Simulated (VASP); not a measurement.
# Cu3Sb4O12 (P1) in VASP: notebook

Cu3Sb4O12 is run at these levels: LDA; tasks: single point.

Program: VASP 6.6.1. These are calculated values, not measurements. Logs are shortened: lines on timing, memory, paths and dates and some standing lists are left out, and cuts for length are marked.

## (1) The cell of the first run

The typed cell holds 38 atoms: a = 7.699 Å, b = 7.699 Å, c = 7.699 Å, α = 90.00°, β = 90.00°, γ = 90.00°.

## (2) Single point, LDA

Contents of INCAR:

```
SYSTEM = Cu3Sb4O12
PREC = Accurate ; ENCUT = 520
EDIFF = 1E-6 ; ISMEAR = -1
SIGMA = 0.05 ; LREAL = Auto
LASPH = .True. ; NELM = 80
ALGO = Normal ; ISIF = 2
LWAVE = .False. ; LCHARG = .False.
GGA = CA ; NBANDS = 150
```

Contents of KPOINTS:

```
regular mesh
0
Gamma
  1 1 1
  0 0 0
```

Contents of POSCAR:

```
Cu3Sb4O12
1.0
    7.6993660000      0.0000000000      0.0000000000
    0.0000000000      7.6993660000      0.0000000000
    0.0000000000      0.0000000000      7.6993660000
Cu Sb O
6 8 24
Direct
   -0.0209757531      0.0091436100      0.5142241582
    0.0120789166      0.4957940693      0.0190665050
    0.5276018831      0.0191833977     -0.0288725072
    0.4587520583      0.5100030314      0.0035067822
    0.5151982644     -0.0128322254      0.5060286782
    0.0441205159      0.5001710530      0.4768184809
    0.2413575352      0.2353440530      0.2433576998
    0.2409938688      0.7765314703      0.2446175438
    0.2572159838      0.2572419599      0.7412688266
    0.7504773770      0.2503972405      0.2496439317
    0.7565298234      0.7308913487      0.7788043847
    0.7495162589      0.2482931712      0.7542698970
    0.7315017886      0.7374892946      0.2718535526
    0.2451890195      0.7526723629      0.7431910627
    0.3096488724      0.7979228420      0.4777536228
    0.2052506661      0.6993692727     -0.0083253608
    0.3289231867      0.2063806293      0.5031972762
   -0.0138452958      0.2150956325      0.6755880939
    0.8173919775      0.4879362794      0.3142076893
    0.3262606298     -0.0085851225      0.1494538641
   -0.0001688451      0.2025491450      0.2847637065
    0.6739256193     -0.0346781800      0.1721310560
    0.1583507006      0.3137790826     -0.0239110597
    0.5043791917      0.3217667533      0.8253406839
    0.2190440096      0.4879362794      0.2743732406
    0.4812214408      0.2777371539      0.1625068869
    0.7657253857      0.3349886211     -0.0008442254
    0.6795754352      0.1901974786      0.4812344289
    0.8172880728      0.6789000549      0.0264177596
    0.5042493109      0.6465986940      0.2304085817
    0.3454700036      0.0061433630      0.7903767661
    0.8025336112      0.4987683401      0.6687044102
    0.4889883141      0.6866409520      0.7920652168
    0.2236937431      0.5095744247      0.6849654894
    0.7027981265      0.8505895161      0.5070677248
    0.0007662969      0.7943121551      0.3201302549
    0.7052268979      0.0032859848      0.8038843718
    0.0144557357      0.8323282722      0.7197345859
```

Potentials or basis: VASP PAW LDA potentials, release 64 (Cu, Sb, O).

On the command line:

```bash
cat potpaw_LDA.64/Cu/POTCAR potpaw_LDA.64/Sb/POTCAR potpaw_LDA.64/O/POTCAR > POTCAR
mpirun -np 1 vasp_gam > vasp.out
```

OUTCAR:

```text
SYSTEM = Cu3Sb4O12
   PREC = Accurate
   ENCUT = 520
   EDIFF = 1E-6
   ISMEAR = -1
   LREAL = Auto
   LASPH = .True.
   NELM = 80
   ISIF = 2
   GGA = CA

 ion  position               nearest neighbor table
   1  0.979  0.009  0.514-  18 2.02  38 2.11  36 2.24  21 2.32  12 3.15  10 3.27
   2  0.012  0.496  0.019-  23 1.83  29 2.06  16 2.17  27 2.27   7 3.18  11 3.25  10 3.28   8 3.29

   3  0.528  0.019  0.971-  37 1.88  22 1.96  31 1.98  20 2.08  12 2.97  11 3.20  10 3.27
   4  0.459  0.510  0.004-  24 2.03  30 2.07  33 2.13  26 2.17  14 3.20   9 3.20   8 3.24   7 3.27

   5  0.515  0.987  0.506-  35 1.79  28 2.02  15 2.16  17 2.21  13 3.12
   6  0.044  0.500  0.477-  25 2.06  34 2.12  19 2.15  32 2.38   7 3.11   8 3.17   9 3.21  14 3.22

   7  0.241  0.235  0.243-  21 1.90  25 1.97  26 1.98  20 2.12  17 2.12  23 2.24   6 3.11   2 3.18
                             4 3.27   8 3.53  10 3.78
   8  0.241  0.777  0.245-  15 1.88  20 1.92  36 1.94  16 2.05  25 2.24  30 2.26   6 3.17   4 3.24
                             2 3.29   7 3.53
   9  0.257  0.257  0.741-  17 1.95  34 2.01  23 2.01  24 2.07  31 2.08  18 2.17   4 3.20   6 3.21

  10  0.750  0.250  0.250-  28 1.92  19 1.96  21 1.97  27 2.04  26 2.19  22 2.35   1 3.27   3 3.27
                             2 3.28  13 3.76   7 3.78
  11  0.757  0.731  0.779-  29 2.00  32 2.01  33 2.09  37 2.14  38 2.18  35 2.32   3 3.20   2 3.25
                            12 3.72  14 3.78
  12  0.750  0.248  0.754-  18 1.94  37 1.95  27 2.00  24 2.04  32 2.08  28 2.22   3 2.97   1 3.15
                            11 3.72
  13  0.732  0.737  0.272-  30 1.91  22 1.97  35 2.02  29 2.05  19 2.06  36 2.15   5 3.12  10 3.76

  14  0.245  0.753  0.743-  38 1.89  34 1.93  16 1.98  33 1.98  31 2.13  15 2.13   4 3.20   6 3.22
                            11 3.78
  15  0.310  0.798  0.478-   8 1.88  14 2.13   5 2.16
  16  0.205  0.699  0.992-  14 1.98   8 2.05   2 2.17
  17  0.329  0.206  0.503-   9 1.95   7 2.12   5 2.21
  18  0.986  0.215  0.676-  12 1.94   1 2.02   9 2.17
  19  0.817  0.488  0.314-  10 1.96  13 2.06   6 2.15
  20  0.326  0.991  0.149-   8 1.92   3 2.08   7 2.12
[... 16 lines left out ...]
  37  0.705  0.003  0.804-   3 1.88  12 1.95  11 2.14
  38  0.014  0.832  0.720-  14 1.89   1 2.11  11 2.18

  LATTYP: Found a simple cubic cell.
 ALAT       =     7.6993660000

  Lattice vectors:

 A1 = (   7.6993660000,   0.0000000000,   0.0000000000)
 A2 = (   0.0000000000,   7.6993660000,   0.0000000000)
 A3 = (   0.0000000000,   0.0000000000,   7.6993660000)

Analysis of symmetry for initial positions (statically):
=====================================================================
 Subroutine PRICEL returns:
 Original cell was already a primitive cell.

 Routine SETGRP: Setting up the symmetry group for a
 simple cubic supercell.

 Subroutine GETGRP returns: Found  1 space group operations
 (whereof  1 operations were pure point group operations)
 out of a pool of 48 trial point group operations.

The static configuration has the point symmetry C_1 .

Analysis of symmetry for dynamics (positions and initial velocities):
=====================================================================
 Subroutine PRICEL returns:
 Original cell was already a primitive cell.

 Routine SETGRP: Setting up the symmetry group for a
 simple cubic supercell.

 Subroutine GETGRP returns: Found  1 space group operations
 (whereof  1 operations were pure point group operations)
 out of a pool of 48 trial point group operations.

The dynamic configuration has the point symmetry C_1 .

 Subroutine INISYM returns: Found  1 space group operations
 (whereof  1 operations are pure point group operations),
 and found     1 'primitive' translations

----------------------------------------------------------------------------------------

                                     Primitive cell

  volume of cell :     456.4202

  direct lattice vectors                    reciprocal lattice vectors
     7.699366000  0.000000000  0.000000000     0.129880824  0.000000000  0.000000000
     0.000000000  7.699366000  0.000000000     0.000000000  0.129880824  0.000000000
     0.000000000  0.000000000  7.699366000     0.000000000  0.000000000  0.129880824

  length of vectors
     7.699366000  7.699366000  7.699366000     0.129880824  0.129880824  0.129880824

  position of ions in fractional coordinates (direct lattice)
     0.979024247  0.009143610  0.514224158
     0.012078917  0.495794069  0.019066505
     0.527601883  0.019183398  0.971127493
     0.458752058  0.510003031  0.003506782
     0.515198264  0.987167775  0.506028678
     0.044120516  0.500171053  0.476818481
[... 30 lines left out ...]
     0.705226898  0.003285985  0.803884372
     0.014455736  0.832328272  0.719734586

  ion indices of the primitive-cell ions
   primitive index   ion index
                 1           1
                 2           2
                 3           3
                 4           4
                 5           5
                 6           6
[... 30 lines left out ...]
                37          37
                38          38

----------------------------------------------------------------------------------------

 KPOINTS: regular mesh

Automatic generation of k-mesh.
 Grid dimensions read from file:
 generate k-points for:    1    1    1

 Generating k-lattice:

  Cartesian coordinates                     Fractional coordinates (reciprocal lattice)
     0.129880824  0.000000000  0.000000000     1.000000000  0.000000000  0.000000000
     0.000000000  0.129880824  0.000000000     0.000000000  1.000000000  0.000000000
     0.000000000  0.000000000  0.129880824     0.000000000  0.000000000  1.000000000

  Length of vectors
     0.129880824  0.129880824  0.129880824

  Shift w.r.t. Gamma in fractional coordinates (k-lattice)
     0.000000000  0.000000000  0.000000000

 Subroutine IBZKPT returns following result:
 ===========================================

 Found      1 irreducible k-points:

 Following reciprocal coordinates:
            Coordinates               Weight
  0.000000  0.000000  0.000000      1.000000
   k-points           NKPTS =      1   k-points in BZ     NKDIM =      1   number of bands    NBANDS=    150
   number of dos      NEDOS =    301   number of ions     NIONS =     38
   total plane-waves  NPLWV = 216000
   dimension x,y,z NGX =    60 NGY =   60 NGZ =   60
   dimension x,y,z NGXF=   120 NGYF=  120 NGZF=  120
   ions per type =               6   8  24
   NGX,Y,Z   is equivalent  to a cutoff of  12.96, 12.96, 12.96 a.u.
   NGXF,Y,Z  is equivalent  to a cutoff of  25.91, 25.91, 25.91 a.u.
 SYSTEM =  Cu3Sb4O12
   PREC   = accura    normal or accurate (medium, high low for compatibility)
   ISTART =      0    job   : 0-new  1-cont  2-samecut
   ICHARG =      2    charge: 1-file 2-atom 10-const
   ISPIN  =      1    spin polarized calculation?
   LNONCOLLINEAR =      F non collinear calculations
   LSORBIT =      F    spin-orbit coupling
   LASPH  =      T    aspherical Exc in radial PAW
   ENCUT  =  520.0 eV  38.22 Ry    6.18 a.u.  14.32 14.32 14.32*2*pi/ulx,y,z
   NELM   =     80;   NELMIN=  2; NELMDL= -5     # of ELM steps
   EDIFF  = 0.1E-05   stopping-criterion for ELM
   LREAL  =      T    real-space projection
   EDIFFG = 0.1E-04   stopping-criterion for IOM
   NSW    =      0    number of steps for IOM
   IBRION =     -1    ionic relax: 0-MD 1-quasi-New 2-CG
   NFREE  =      0    steps in history (QN), initial steepest desc. (CG)
   ISIF   =      2    stress and relaxation
   ISYM   =      2    0-nonsym 1-usesym 2-fastsym
   POTIM  = 0.5000    time-step for ionic-motion
   TEBEG  =    0.0;   TEEND  =   0.0 temperature during run
   PSTRESS=    0.0 pullay stress
   NELECT =     250.0000    total number of electrons
   NUPDOWN=      -1.0000    fix difference up-down
   EMIN   =  10.00;   EMAX   =-10.00  energy-range for DOS
   EFERMI =   0.00;   METHOD = LEGACY
   ISMEAR =    -1;   SIGMA  =   0.05  broadening in eV -4-tet -1-fermi 0-gaus
   EFERMI_NEDOS =   21; number of points for ismear=-14 and -15
   IALGO  =     38    algorithm
   IMIX   =      4    mixing-type and parameters
     AMIX     =   0.40;   BMIX     =  1.00
     AMIX_MAG =   1.60;   BMIX_MAG =  1.00
  volume/ion in A,a.u.               =      12.01        81.05
  Fermi-wavevector in a.u.,A,eV,Ry     =   1.339471  2.531233 24.411323  1.794182
  Thomas-Fermi vector in A             =   2.467860
   LORBIT       =      0    0 simple, 1 ext, 2 COOP (PROOUT), +10 PAW based schemes
   GGA     = CA    functional components
   LHFCALC =     F    Hartree Fock is set to
   AEXX    =    0.0000 exact exchange contribution
   IVDW    =     0    specifies the selected vdW correction
   LEPSILON=     F    determine dielectric tensor
   LRPA    =     F    only Hartree local field effects (RPA)
 non-spin polarized calculation
  energy-cutoff  :      520.00
  volume of cell :      456.42
 maximum number of plane-waves:      6099
 NGX is ok and might be reduce to    60
   NGX = 29   NGY = 29   NGZ = 29

 number of electron     250.0000036 magnetization

 Free energy of the ion-electron system (eV)
  ---------------------------------------------------
  ext. energy  EPLUGINS =         0.00000000
  ---------------------------------------------------
  free energy    TOTEN  =      -240.69746280 eV

  energy without entropy =     -240.37975779  energy(sigma->0) =     -240.53861030

 E-fermi :   5.7243     XC(G=0): -11.3767

 val. band max:        5.6955421496   @ k =   0.0000   0.0000   0.0000
 cond. band min:       5.7293518535   @ k =   0.0000   0.0000   0.0000
 fundamental gap:      0.0338097039
 Fermi energy:         5.7242985040

 k-point     1 :       0.0000    0.0000    0.0000
  band No.  band energies     occupation
      1     -14.5882      2.00000
      2     -13.8811      2.00000
      3     -13.7821      2.00000
      4     -13.6111      2.00000
      5     -13.2479      2.00000
      6     -13.0200      2.00000
[... 129 lines left out ...]
    136      10.2339      0.00000
    137      10.3142      0.00000
 [bands above 137 left out]

------------------------ aborting loop because EDIFF is reached ----------------------------------------

  FORCE on cell =-STRESS in cart. coord.  units (eV):
  Direction    XX          YY          ZZ          XY          YZ          ZX
  --------------------------------------------------------------------------------------
  -------------------------------------------------------------------------------------
  Total      -15.1142514    -17.1248792    -19.4408116      0.2731755     -0.7073396     -2.8773782
  in kB      -53.0557342    -60.1136645    -68.2433092      0.9589310     -2.4829824    -10.1004946
  external PRESSURE =     -60.4709026 kB  Pullay stress =       0.0000000 kB

 VOLUME and BASIS-vectors are now :
 -----------------------------------------------------------------------------
  energy-cutoff  :      520.00
  volume of cell :      456.42
      direct lattice vectors                 reciprocal lattice vectors
     7.699366000  0.000000000  0.000000000     0.129880824  0.000000000  0.000000000
     0.000000000  7.699366000  0.000000000     0.000000000  0.129880824  0.000000000
     0.000000000  0.000000000  7.699366000     0.000000000  0.000000000  0.129880824

 POSITION                                       TOTAL-FORCE (eV/Angst)
 -----------------------------------------------------------------------------------
      7.53787      0.07040      3.95920        -0.179932     -0.486456     -0.132653
      0.09300      3.81730      0.14680        -1.263340      1.100834      0.068091
      4.06220      0.14770      7.47707        -1.057741     -0.386106      1.274506
      3.53210      3.92670      0.02700         0.955017     -0.563151      0.334680
      3.96670      7.60057      3.89610        -1.880540      1.725178      0.118822
      0.33970      3.85100      3.67120        -0.654862     -0.108808      0.082295
[... 30 lines left out ...]
      5.42980      0.02530      6.18940         0.084111     -0.553757      0.164249
      0.11130      6.40840      5.54150        -2.194276      0.156200     -0.676615
 -----------------------------------------------------------------------------------
    total drift:                                0.013297      0.011349     -0.004877

  FREE ENERGIE OF THE ION-ELECTRON SYSTEM (eV)
  ---------------------------------------------------
  free  energy   TOTEN  =      -240.6974628047 eV

  energy  without entropy=     -240.3797577888  energy(sigma->0) =     -240.53861030
```

Wall time 6.8 min (1 thread of AMD EPYC 7R43 (Zen 3), shared host); peak memory 0.34 GiB.

Results:

```
Free energy   : -240.6975 eV
Pressure      : -6.0 GPa
Largest force : 4.022 eV/Å
```

Forces on the atoms (eV/Å):
```
Cu  -0.180 -0.486 -0.133
Cu  -1.263  1.101  0.068
Cu  -1.058 -0.386  1.275
Cu   0.955 -0.563  0.335
Cu  -1.881  1.725  0.119
Cu  -0.655 -0.109  0.082
Sb   2.596  0.804 -0.744
Sb   0.895 -3.375 -1.998
Sb   0.019 -0.148  0.811
Sb  -2.188 -0.207 -1.842
Sb  -0.297  0.249 -1.085
Sb  -0.787  2.381 -0.792
Sb   1.529 -0.361 -0.537
Sb   2.212  1.204 -0.069
O    0.807  1.110  2.743
O   -0.323 -0.820  0.906
O   -0.520 -1.024 -1.670
O    2.077 -0.865 -0.630
O    0.639  1.008  0.299
O   -0.876  1.200  0.674
O   -0.811 -1.477  0.864
O    0.443  2.051  0.164
O    1.220 -1.167  0.774
O   -1.295 -0.536 -0.991
O   -1.663  1.069  0.736
O    1.103  0.402  0.250
O    1.742 -0.653  0.401
O    0.114 -0.475  1.768
O    0.613 -0.151 -0.981
O   -1.578  0.457 -1.099
O   -0.770  0.124 -0.449
O    0.324  0.690  0.784
O    1.852  0.138  0.934
O   -1.526 -0.876 -1.303
O    1.614 -2.206  0.264
O   -0.975  0.571  0.581
O    0.084 -0.554  0.164
O   -2.194  0.156 -0.677
```

Stress tensor (GPa, compression positive):
```
-5.31  0.10 -1.01
 0.10 -6.01 -0.25
-1.01 -0.25 -6.82
```

Levels at points of the mesh, in eV from the Fermi level:
```
           k point  band 122  band 123  band 124  band 125  band 126  band 127  band 128  band 129
(0.00, 0.00, 0.00)     -0.10     -0.09     -0.08     -0.03      0.01      0.04      1.00      1.58
```

Caveat: the k points lie up to 0.82 Å⁻¹ apart; the atoms stand as in a frame of molecular dynamics; spin-orbit coupling is left out, which moves the levels of the heavy elements; forces of over 1 eV/Å act on the atoms, so gaps and moduli don't describe the material at rest.

(Continued in part 2 of 2.)
